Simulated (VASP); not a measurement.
Wanted: the native input for a VASP 6.6.1 run.

```yaml
Task: relaxation of cell and atoms
Functional: PBE
Potentials_or_basis: VASP PAW PBE potentials, release 64 (La, Al, N_h)
Cutoff: 1330 eV
k_mesh: 6 × 6 × 4
Occupations: gaussian, width 0.1 eV
Spin: no spin polarisation
Dipole_correction: no
Further_INCAR_settings: ALGO = Normal; EDIFF = 1e-07; IBRION = 2; EDIFFG = -0.04; NSW = 90; ISIF = 3
```

The structure of LaAl2N3 lies in POSCAR:

```
LaAl2N3
1.0
    3.7273616068      0.0000000000      0.0000000000
    0.0000000000      3.7273616068      0.0000000000
    0.0000000000      0.0000000000      7.2243760530
La Al N
1 2 3
Direct
    0.5000000000      0.5000000000      0.3276835369
    0.5000000000      0.5000000000      0.7368029610
    0.0000000000      0.0000000000      0.6062764140
    0.5000000000      0.0000000000      0.6790549204
    0.0000000000      0.5000000000      0.6790549204
    0.0000000000      0.0000000000      0.3297826372
```

The cell was generated, and may not be a known phase.

One way to write it, as run:

INCAR

```
ALGO = Normal ; EDIFF = 1E-7
EDIFFG = -0.04 ; ENCUT = 1330
GGA = PE ; GGA_COMPAT = F
IBRION = 2 ; ISIF = 3
ISMEAR = 0 ; LASPH = T
LCHARG = F ; LMAXMIX = 6
LREAL = F ; LWAVE = F
NELM = 200 ; NELMIN = 4
NSW = 90 ; PREC = Accurate
SIGMA = 0.1
```

KPOINTS

```
k-points
0
Gamma
  6 6 4
```

Potentials or basis: VASP PAW PBE potentials, release 64 (La, Al, N_h).

The run is started by

```console
$ cat potpaw_PBE.64/La/POTCAR potpaw_PBE.64/Al/POTCAR potpaw_PBE.64/N_h/POTCAR > POTCAR
$ mpirun -np 1 vasp_std > vasp.out
```

Results of the run:

```yaml
Relaxed_volume: 16.71 Å³/atom
Relaxed_cell: a = 3.725 Å, b = 3.725 Å, c = 7.225 Å, α = 90.00°, β = 90.00°, γ = 90.00°
Space_group_after_relaxing_to_0.1_Å: P4mm (No. 99)
Energy_gained_by_relaxing: 0.0 meV/atom
Ionic_steps: 2
Pressure_after_relaxing: 0.2 GPa
Largest_force_after_relaxing: 0.035 eV/Å
Band_gap_on_the_k_mesh: zero (bands 16 and 17 overlap by 0.23 eV)
```

Caveat: semilocal functionals underestimate gaps, and a narrow one can read as zero; spin-orbit coupling is left out, which moves the levels of the heavy elements.

It took 10 min on 1 thread of Intel(R) Xeon(R) 6975P-C (Granite Rapids), with other jobs on the host, peak memory 0.73 GiB.
